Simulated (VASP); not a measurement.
# AgCl (R-3m) in VASP: further runs

AgCl is run at these levels: PBEsol; tasks: single point.

Program: VASP 6.6.1. These are calculated values, not measurements. Logs are shortened: lines on timing, memory, paths and dates and some standing lists are left out, and cuts for length are marked.

## Step 1: The cell of the first run

The structure is trigonal, space group R-3m (No. 166). The conventional cell has a = 3.961 Å, b = 3.961 Å, c = 9.414 Å, α = 90.00°, β = 90.00°, γ = 120.00°. Within 3.7 Å of Ag (site symmetry -3m) lie 6 Cl at 2.77 Å. Within 3.7 Å of Cl (site symmetry -3m) lie 6 Ag at 2.77 Å.

## Step 2: Single point, PBEsol (equal xy, yz and zx shear strains of -2 %)

The input, INCAR:

```
PREC = Accurate
ENCUT = 520
EDIFF = 1E-6
ISMEAR = -1
SIGMA = 0.01
LREAL = F
LASPH = T
NELM = 100
ALGO = Normal
ISIF = 2
LWAVE = F
LCHARG = F
GGA = PS
NBANDS = 16
```

The input, KPOINTS:

```
regular mesh
0
Gamma
  9 9 9
```

The input, POSCAR:

```
AgCl
1.0
   -0.0554630000      2.7454185000      2.7454185000
    2.7454185000     -0.0554630000      2.7454185000
    2.7454185000      2.7454185000     -0.0554630000
Ag Cl
1 1
Direct
    0.5000000000      0.5000000000      0.5000000000
    0.0000000000      0.0000000000      0.0000000000
```

Potentials or basis: VASP PAW PBE potentials, release 64 (Ag, Cl).

Run with:

```console
$ cat potpaw_PBE.64/Ag/POTCAR potpaw_PBE.64/Cl/POTCAR > POTCAR
$ mpirun -np 1 vasp_std > vasp.out
```

OUTCAR:

```text
PREC = Accurate
   ENCUT = 520
   EDIFF = 1E-6
   ISMEAR = -1
   LREAL = F
   LASPH = T
   NELM = 100
   ISIF = 2
   GGA = PS

 ion  position               nearest neighbor table
   1  0.500  0.500  0.500-   2 2.77   2 2.77   2 2.77   2 2.77   2 2.77   2 2.77
   2  0.000  0.000  0.000-   1 2.77   1 2.77   1 2.77   1 2.77   1 2.77   1 2.77

  LATTYP: Found a trigonal (rhomboedric) cell.
 ALAT       =     3.8830042010
 COS(alpha) =     0.4797000918

  Lattice vectors:

 A1 = (  -0.0554630000,   2.7454185000,   2.7454185000)
 A2 = (   2.7454185000,  -0.0554630000,   2.7454185000)
 A3 = (   2.7454185000,   2.7454185000,  -0.0554630000)

Analysis of symmetry for initial positions (statically):
=====================================================================
 Subroutine PRICEL returns:
 Original cell was already a primitive cell.

 Routine SETGRP: Setting up the symmetry group for a
 trigonal (rhombohedral) supercell.

 Subroutine GETGRP returns: Found 12 space group operations
 (whereof 12 operations were pure point group operations)
 out of a pool of 12 trial point group operations.

The static configuration has the point symmetry D_3d.

Analysis of symmetry for dynamics (positions and initial velocities):
=====================================================================
 Subroutine PRICEL returns:
 Original cell was already a primitive cell.

 Routine SETGRP: Setting up the symmetry group for a
 trigonal (rhombohedral) supercell.

 Subroutine GETGRP returns: Found 12 space group operations
 (whereof 12 operations were pure point group operations)
 out of a pool of 12 trial point group operations.

The dynamic configuration has the point symmetry D_3d.

 Subroutine INISYM returns: Found 12 space group operations
 (whereof 12 operations are pure point group operations),
 and found     1 'primitive' translations

----------------------------------------------------------------------------------------

                                     Primitive cell

  volume of cell :      42.6402

  direct lattice vectors                    reciprocal lattice vectors
    -0.055463000  2.745418500  2.745418500    -0.176693644  0.180336812  0.180336812
[... 76 lines left out ...]
 SYSTEM =  unknown system
   PREC   = accura    normal or accurate (medium, high low for compatibility)
   ISTART =      0    job   : 0-new  1-cont  2-samecut
   ICHARG =      2    charge: 1-file 2-atom 10-const
   ISPIN  =      1    spin polarized calculation?
   LNONCOLLINEAR =      F non collinear calculations
   LSORBIT =      F    spin-orbit coupling
   LASPH  =      T    aspherical Exc in radial PAW
   ENCUT  =  520.0 eV  38.22 Ry    6.18 a.u.   7.22  7.22  7.22*2*pi/ulx,y,z
   NELM   =    100;   NELMIN=  2; NELMDL= -5     # of ELM steps
   EDIFF  = 0.1E-05   stopping-criterion for ELM
   LREAL  =      F    real-space projection
   EDIFFG = 0.1E-04   stopping-criterion for IOM
   NSW    =      0    number of steps for IOM
   IBRION =     -1    ionic relax: 0-MD 1-quasi-New 2-CG
   NFREE  =      0    steps in history (QN), initial steepest desc. (CG)
   ISIF   =      2    stress and relaxation
   ISYM   =      2    0-nonsym 1-usesym 2-fastsym
   POTIM  = 0.5000    time-step for ionic-motion
   TEBEG  =    0.0;   TEEND  =   0.0 temperature during run
   PSTRESS=    0.0 pullay stress
   NELECT =      18.0000    total number of electrons
   NUPDOWN=      -1.0000    fix difference up-down
   EMIN   =  10.00;   EMAX   =-10.00  energy-range for DOS
   EFERMI =   0.00;   METHOD = LEGACY
   ISMEAR =    -1;   SIGMA  =   0.01  broadening in eV -4-tet -1-fermi 0-gaus
   EFERMI_NEDOS =   21; number of points for ismear=-14 and -15
   IALGO  =     38    algorithm
   IMIX   =      4    mixing-type and parameters
     AMIX     =   0.40;   BMIX     =  1.00
     AMIX_MAG =   1.60;   BMIX_MAG =  1.00
  volume/ion in A,a.u.               =      21.32       143.88
  Fermi-wavevector in a.u.,A,eV,Ry     =   1.228078  2.320731 20.519982  1.508176
  Thomas-Fermi vector in A             =   2.363017
   LORBIT       =      0    0 simple, 1 ext, 2 COOP (PROOUT), +10 PAW based schemes
   GGA     = PS    functional components
   LHFCALC =     F    Hartree Fock is set to
   AEXX    =    0.0000 exact exchange contribution
   IVDW    =     0    specifies the selected vdW correction
   LEPSILON=     F    determine dielectric tensor
   LRPA    =     F    only Hartree local field effects (RPA)
 non-spin polarized calculation
  energy-cutoff  :      520.00
  volume of cell :       42.64
 maximum number of plane-waves:      1175
 NGX is ok and might be reduce to    30
   NGX = 15   NGY = 15   NGZ = 15

 number of electron      18.0000000 magnetization

 Free energy of the ion-electron system (eV)
  ---------------------------------------------------
  ext. energy  EPLUGINS =         0.00000000
  ---------------------------------------------------
  free energy    TOTEN  =        -6.04048591 eV

  energy without entropy =       -6.04048591  energy(sigma->0) =       -6.04048591

 E-fermi :   3.9110     XC(G=0): -10.2178

 val. band max:        3.6891655558   @ k =   0.4444   0.4444   0.4444
 cond. band min:       4.4427906428   @ k =   0.0000   0.0000   0.0000
 fundamental gap:      0.7536250870
 Fermi energy:         3.9110455250

 k-point     1 :       0.0000    0.0000    0.0000
  band No.  band energies     occupation
      1     -11.4266      2.00000
      2       1.2186      2.00000
      3       1.2186      2.00000
      4       1.2708      2.00000
      5       1.2838      2.00000
      6       1.2838      2.00000
[... 433 lines left out ...]
      3       0.5541      2.00000
      4       0.6854      2.00000
      5       0.9097      2.00000
      6       1.4660      2.00000
[... 8 lines left out ...]
     15      19.0110      0.00000
     16      19.0809      0.00000

 [... further k-points ...]
[... 5 lines left out ...]
  --------------------------------------------------------------------------------------
  -------------------------------------------------------------------------------------
  Total       -0.7317979     -0.7317979     -0.7317979      0.0341834      0.0341834      0.0341834
  in kB      -27.4968427    -27.4968427    -27.4968427      1.2844206      1.2844206      1.2844206
  external PRESSURE =     -27.4968427 kB  Pullay stress =       0.0000000 kB

 VOLUME and BASIS-vectors are now :
 -----------------------------------------------------------------------------
  energy-cutoff  :      520.00
  volume of cell :       42.64
      direct lattice vectors                 reciprocal lattice vectors
    -0.055463000  2.745418500  2.745418500    -0.176693644  0.180336812  0.180336812
     2.745418500 -0.055463000  2.745418500     0.180336812 -0.176693644  0.180336812
     2.745418500  2.745418500 -0.055463000     0.180336812  0.180336812 -0.176693644

 POSITION                                       TOTAL-FORCE (eV/Angst)
 -----------------------------------------------------------------------------------
      2.71769      2.71769      2.71769         0.000000     -0.000000      0.000000
      0.00000      0.00000      0.00000        -0.000000      0.000000     -0.000000
 -----------------------------------------------------------------------------------
    total drift:                                0.000000      0.000000      0.000000

  FREE ENERGIE OF THE ION-ELECTRON SYSTEM (eV)
  ---------------------------------------------------
  free  energy   TOTEN  =        -6.0404859128 eV

  energy  without entropy=       -6.0404859128  energy(sigma->0) =       -6.04048591
```

It took 42 s on 1 thread of Intel Xeon Platinum 8259CL at 2.50GHz (Skylake/Cascade Lake), shared host; peak memory 0.2 GiB.

Results:

```
Free energy            : -6.0405 eV
Pressure               : -2.7 GPa
Band gap on the k mesh : 0.75 eV, indirect (least direct gap 2.96 eV)
```

Caveat: the cell differs from its parent crystal (equal xy, yz and zx shear strains of -2 %); the PAW data sets were made with another functional, which shifts forces and pressure a little. A k mesh can miss the band edges.

## Step 3: Single point, PBEsol (equal xy, yz and zx shear strains of -1 %)

The input, INCAR:

```
  PREC = Accurate
  ENCUT = 520
  EDIFF = 1E-6
  ISMEAR = -1
  SIGMA = 0.01
  LREAL = F
  LASPH = T
  NELM = 100
  ALGO = Normal
  ISIF = 2
  LWAVE = F
  LCHARG = T
  GGA = PS
  LELF = T
  LVHAR = T
  NBANDS = 16
```

KPOINTS is that of step 2.

The input, POSCAR:

```
AgCl
1.0
   -0.0277315000      2.7592842500      2.7592842500
    2.7592842500     -0.0277315000      2.7592842500
    2.7592842500      2.7592842500     -0.0277315000
Ag Cl
1 1
Direct
    0.5000000000      0.5000000000      0.5000000000
    0.0000000000      0.0000000000      0.0000000000
```

Potentials or basis: VASP PAW PBE potentials, release 64 (Ag, Cl).

Run with:

```console
$ cat potpaw_PBE.64/Ag/POTCAR potpaw_PBE.64/Cl/POTCAR > POTCAR
$ mpirun -np 1 vasp_std > vasp.out
```

OUTCAR:

```text
PREC = Accurate
   ENCUT = 520
   EDIFF = 1E-6
   ISMEAR = -1
   LREAL = F
   LASPH = T
   NELM = 100
   ISIF = 2
   GGA = PS

 ion  position               nearest neighbor table
   1  0.500  0.500  0.500-   2 2.77   2 2.77   2 2.77   2 2.77   2 2.77   2 2.77
   2  0.000  0.000  0.000-   1 2.77   1 2.77   1 2.77   1 2.77   1 2.77   1 2.77

  LATTYP: Found a trigonal (rhomboedric) cell.
 ALAT       =     3.9023157459
 COS(alpha) =     0.4899250057

  Lattice vectors:

 A1 = (  -0.0277315000,   2.7592842500,   2.7592842500)
 A2 = (   2.7592842500,  -0.0277315000,   2.7592842500)
 A3 = (   2.7592842500,   2.7592842500,  -0.0277315000)

Analysis of symmetry for initial positions (statically):
=====================================================================
 Subroutine PRICEL returns:
 Original cell was already a primitive cell.

 Routine SETGRP: Setting up the symmetry group for a
 trigonal (rhombohedral) supercell.

 Subroutine GETGRP returns: Found 12 space group operations
 (whereof 12 operations were pure point group operations)
 out of a pool of 12 trial point group operations.

The static configuration has the point symmetry D_3d.

Analysis of symmetry for dynamics (positions and initial velocities):
=====================================================================
 Subroutine PRICEL returns:
 Original cell was already a primitive cell.

 Routine SETGRP: Setting up the symmetry group for a
 trigonal (rhombohedral) supercell.

 Subroutine GETGRP returns: Found 12 space group operations
 (whereof 12 operations were pure point group operations)
 out of a pool of 12 trial point group operations.

The dynamic configuration has the point symmetry D_3d.

 Subroutine INISYM returns: Found 12 space group operations
 (whereof 12 operations are pure point group operations),
[... 105 lines left out ...]
   TEBEG  =    0.0;   TEEND  =   0.0 temperature during run
   PSTRESS=    0.0 pullay stress
   NELECT =      18.0000    total number of electrons
   NUPDOWN=      -1.0000    fix difference up-down
   EMIN   =  10.00;   EMAX   =-10.00  energy-range for DOS
   EFERMI =   0.00;   METHOD = LEGACY
   ISMEAR =    -1;   SIGMA  =   0.01  broadening in eV -4-tet -1-fermi 0-gaus
   EFERMI_NEDOS =   21; number of points for ismear=-14 and -15
   IALGO  =     38    algorithm
   IMIX   =      4    mixing-type and parameters
     AMIX     =   0.40;   BMIX     =  1.00
     AMIX_MAG =   1.60;   BMIX_MAG =  1.00
  volume/ion in A,a.u.               =      21.32       143.91
  Fermi-wavevector in a.u.,A,eV,Ry     =   1.227985  2.320556 20.516880  1.507948
  Thomas-Fermi vector in A             =   2.362928
   LORBIT       =      0    0 simple, 1 ext, 2 COOP (PROOUT), +10 PAW based schemes
   GGA     = PS    functional components
   LHFCALC =     F    Hartree Fock is set to
   AEXX    =    0.0000 exact exchange contribution
   IVDW    =     0    specifies the selected vdW correction
   LEPSILON=     F    determine dielectric tensor
   LRPA    =     F    only Hartree local field effects (RPA)
 non-spin polarized calculation
  energy-cutoff  :      520.00
  volume of cell :       42.65
 maximum number of plane-waves:      1175
 NGX is ok and might be reduce to    30
   NGX = 15   NGY = 15   NGZ = 15

 number of electron      18.0000004 magnetization

 Free energy of the ion-electron system (eV)
  ---------------------------------------------------
  ext. energy  EPLUGINS =         0.00000000
  ---------------------------------------------------
  free energy    TOTEN  =        -6.04109529 eV

  energy without entropy =       -6.04109529  energy(sigma->0) =       -6.04109529

 E-fermi :   3.9245     XC(G=0): -10.2162

 val. band max:        3.6776296042   @ k =   0.4444   0.4444   0.4444
 cond. band min:       4.4429910893   @ k =   0.0000   0.0000   0.0000
 fundamental gap:      0.7653614851
 Fermi energy:         3.9245428148

 k-point     1 :       0.0000    0.0000    0.0000
  band No.  band energies     occupation
      1     -11.4289      2.00000
      2       1.2291      2.00000
      3       1.2291      2.00000
      4       1.2543      2.00000
      5       1.2793      2.00000
      6       1.2793      2.00000
[... 433 lines left out ...]
      3       0.5837      2.00000
      4       0.6490      2.00000
      5       0.9094      2.00000
      6       1.4654      2.00000
[... 8 lines left out ...]
     15      19.0574      0.00000
     16      19.0902      0.00000

 [... further k-points ...]
[... 5 lines left out ...]
  --------------------------------------------------------------------------------------
  -------------------------------------------------------------------------------------
  Total       -0.7300373     -0.7300373     -0.7300373      0.0172282      0.0172282      0.0172282
  in kB      -27.4244689    -27.4244689    -27.4244689      0.6471901      0.6471901      0.6471901
  external PRESSURE =     -27.4244689 kB  Pullay stress =       0.0000000 kB

 VOLUME and BASIS-vectors are now :
 -----------------------------------------------------------------------------
  energy-cutoff  :      520.00
  volume of cell :       42.65
      direct lattice vectors                 reciprocal lattice vectors
    -0.027731500  2.759284250  2.759284250    -0.178497286  0.180309441  0.180309441
     2.759284250 -0.027731500  2.759284250     0.180309441 -0.178497286  0.180309441
     2.759284250  2.759284250 -0.027731500     0.180309441  0.180309441 -0.178497286

 POSITION                                       TOTAL-FORCE (eV/Angst)
 -----------------------------------------------------------------------------------
      2.74542      2.74542      2.74542         0.000000      0.000000      0.000000
      0.00000      0.00000      0.00000        -0.000000     -0.000000     -0.000000
 -----------------------------------------------------------------------------------
    total drift:                                0.000000      0.000000      0.000000

  FREE ENERGIE OF THE ION-ELECTRON SYSTEM (eV)
  ---------------------------------------------------
  free  energy   TOTEN  =        -6.0410952943 eV

  energy  without entropy=       -6.0410952943  energy(sigma->0) =       -6.04109529
```

Wall time 46 s (1 thread of Intel Xeon Platinum 8259CL at 2.50GHz (Skylake/Cascade Lake), shared host); peak memory 0.21 GiB.

Results:

- Free energy: -6.0411 eV
- Pressure: -2.7 GPa
- Band gap on the k mesh: 0.77 eV, indirect (least direct gap 2.98 eV)

Caveat: the cell differs from its parent crystal (equal xy, yz and zx shear strains of -1 %); the PAW data sets were made with another functional, which shifts forces and pressure a little. A k mesh can miss the band edges.

## Step 4: Single point, PBEsol (equal xy, yz and zx shear strains of +1 %)

The input, INCAR:

```
SYSTEM = AgCl
  PREC = Accurate
  ENCUT = 520
  EDIFF = 1E-7
  ISMEAR = -1
  SIGMA = 0.01
  LREAL = .False.
  LASPH = .True.
  NELM = 100
  ALGO = Normal
  ISIF = 2
  LWAVE = .False.
  LCHARG = .False.
  GGA = PS
  NBANDS = 16
```

The input, KPOINTS:

```
regular mesh
0
Gamma
  9 9 9
  0 0 0
```

The input, POSCAR:

```
AgCl
1.0
    0.0277315000      2.7870157500      2.7870157500
    2.7870157500      0.0277315000      2.7870157500
    2.7870157500      2.7870157500      0.0277315000
Ag Cl
1 1
Direct
    0.5000000000      0.5000000000      0.5000000000
    0.0000000000      0.0000000000      0.0000000000
```

Run with:

```console
$ cat potpaw_PBE.64/Ag/POTCAR potpaw_PBE.64/Cl/POTCAR > POTCAR
$ mpirun -np 1 vasp_std > vasp.out
```

Run time: 46 s. Hardware: 1 thread of Intel Xeon Platinum 8259CL at 2.50GHz (Skylake/Cascade Lake), shared host; peak memory 0.21 GiB.

The run converged. Its results:

```yaml
Free_energy: -6.0411 eV
Pressure: -2.7 GPa
Band_gap_on_the_k_mesh: 0.76 eV, indirect (least direct gap 2.99 eV)
```

Stress tensor (GPa, compression positive):
```
-2.74 -0.07 -0.07
-0.07 -2.74 -0.07
-0.07 -0.07 -2.74
```

Levels at points of the mesh, in eV from the valence-band top:
| k point | band 5 | band 6 | band 7 | band 8 | band 9 | band 10 | band 11 | band 12 | band 13 | band 14 |
| --- | --- | --- | --- | --- | --- | --- | --- | --- | --- | --- |
| (0.00, 0.00, 0.00) | -2.40 | -2.40 | -2.34 | -2.28 | -2.28 | 0.76 | 10.66 | 10.84 | 10.84 | 12.11 |

Caveat: the cell differs from its parent crystal (equal xy, yz and zx shear strains of +1 %); the PAW data sets were made with another functional, which shifts forces and pressure a little.

## Step 5: Summary

```csv
cell,gap on the mesh (eV),pressure (GPa)
"a = 3.883 Å, angles 61.3°, 2 atoms",0.75,-2.7
"a = 3.902 Å, angles 60.7°, 2 atoms",0.77,-2.7
"a = 3.942 Å, angles 59.3°, 2 atoms",0.76,-2.7
```

Alike in all rows: task single point; level PBEsol; potentials or basis VASP PAW PBE potentials, release 64 (Ag, Cl); no spin polarisation; k mesh 9 × 9 × 9; cutoff (eV) 520; smearing fermi-dirac 0.01 eV.

Caveats: the PAW data sets were made with another functional, which shifts forces and pressure a little.

Total energies depend on the potentials used, so only differences within one code and one set of settings carry meaning.
